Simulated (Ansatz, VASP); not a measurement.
# Si: VASP beside Ansatz

File INCAR:

```
SYSTEM = Si
  PREC = Accurate
  ENCUT = 600
  EDIFF = 1E-6
  ISMEAR = 0
  SIGMA = 0.1
  LREAL = .FALSE.
  LASPH = .TRUE.
  NELM = 100
  ALGO = Normal
  ISIF = 3
  LWAVE = .FALSE.
  LCHARG = .FALSE.
  GGA = PS
  IBRION = 2
  NSW = 90
  EDIFFG = -0.04
```

KPOINTS

```
regular mesh
0
G
  8 8 8
  0 0 0
```

The input POSCAR:

```
Si
1.0
    0.0000000000      1.8284452973      2.1989003747
    1.7720993700      0.0000000000      2.1989003747
    1.7720993700      1.8284452973      0.0000000000
Si
1
Direct
    0.5000000000      0.5000000000      0.5000000000
```

Input for Ansatz:

```yaml
crystal:
  lattice:
    - [0.0, 1.8284452973, 2.1989003747]
    - [1.77209937, 0.0, 2.1989003747]
    - [1.77209937, 1.8284452973, 0.0]
  atoms:
    - { symbol: Si, position: [0.5, 0.5, 0.5] }
basis:
  ecutwfc: 420
kpoints:
  mp_grid: { grid: [8, 8, 8] }
hamiltonian:
  xc: pbesol
scf:
  occupations: { method: gaussian, width: 0.1 }
  lower_state_search: "off"
output:
  forces: true
  stress: true
  eigenvalues: true
relax:
  adjacent_minimum: "off"
  f_tol: 0.04
  max_steps: 70
  cell: { stress_tol: 0.4 }
```

Alike in both runs: task relaxation of cell and atoms; functional PBEsol; k mesh 8 × 8 × 8; occupations gaussian, width 0.1 eV; no spin polarisation.

```csv
,VASP,Ansatz
version,VASP 6.6.1,Ansatz 0.2.0
potentials or method,"VASP PAW PBE potentials, release 64 (Si), cutoff 600 eV","scalar-relativistic, plane waves, PAW"
valence electrons in the cell,4,4
```

|  | VASP | Ansatz | Ansatz less VASP |
| --- | --- | --- | --- |
| gap on the k mesh at the Fermi level, each at its own relaxed structure (eV) | none | none | - |
| relaxed volume (Å³/atom) | 14.24 | 14.22 | -0.013 |
| relaxed cell length with the largest relative difference (Å) | 2.570 | 2.566 | -0.0034 |

VASP's potentials were made for PBE, not for PBEsol. A gap of «none» marks a metal or a gap that the smearing closes.
